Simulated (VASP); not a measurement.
Sb: relaxation of shape and atoms at fixed volume with PBEsol

The system is Sb.

```
Sb
1.0
     2.12365    1.22609    3.58868
    -2.12365    1.22609    3.58868
     0.00000   -2.45218    3.58868
Sb
2
Direct
  0.23729 0.23729 0.23729
  0.76271 0.76271 0.76271
```

```yaml
Program: VASP 6.6.1
Task: relaxation of shape and atoms at fixed volume
Functional: PBEsol
Potentials_or_basis: VASP PAW PBE potentials, release 64 (Sb)
Cutoff: 600 eV
k_mesh: 12 × 12 × 12
Occupations: gaussian, width 0.1 eV
Spin: no spin polarisation
Dipole_correction: no
Further_INCAR_settings: ALGO = Normal; EDIFF = 1e-07; IBRION = 2; EDIFFG = -0.01; NSW = 50; ISIF = 4
```

```yaml
Energy_gained_by_relaxing: 2.5 meV/atom
Ionic_steps: 7
Pressure_after_relaxing: 3.2 GPa
Band_gap_on_the_k_mesh: zero (bands 5 and 6 overlap by 0.53 eV)
```

The path:
```csv
step,energy change (eV),largest force (eV/Å),pressure (GPa),volume (Å³)
1,0.0000,0.1898,3.90,56.06
2,-0.0030,0.1090,3.63,56.06
3,-0.0048,0.0228,3.15,56.06
4,-0.0049,0.0104,3.20,56.06
5,-0.0049,0.0070,3.21,56.06
6,-0.0050,0.0028,3.21,56.06
7,-0.0050,0.0014,3.21,56.06
```

Final structure:
```
Sb
1.0
     2.13347    1.23176    3.55572
    -2.13347    1.23176    3.55572
     0.00000   -2.46352    3.55572
Sb
2
Cartesian
  0.0000 0.0000 2.5550
  0.0000 0.0000 8.1122
```

Levels at points of the mesh, in eV from the Fermi level:
```tsv
k point	band 1	band 2	band 3	band 4	band 5	band 6	band 7	band 8	band 9
(0.00, 0.00, 0.00)	-13.08	-4.25	-1.91	-1.85	-1.85	2.80	3.15	3.15	4.82
(0.50, 0.00, 0.00)	-10.44	-9.97	-1.52	-1.32	-0.35	0.01	0.04	0.34	8.35
(0.50, 0.50, 0.00)	-10.43	-7.72	-5.96	-3.94	-3.93	1.58	5.54	5.75	7.85
(0.50, 0.50, 0.50)	-10.93	-9.52	-1.15	-1.15	-0.24	-0.24	-0.24	0.86	7.89
```

Run time: 7.4 min on 1 thread of Intel Xeon 8259CL, with other jobs on the host, peak memory 0.29 GiB.

Caveat: the PAW data sets were made with another functional, which shifts forces and pressure a little; spin-orbit coupling is left out, which moves the levels of the heavy elements.
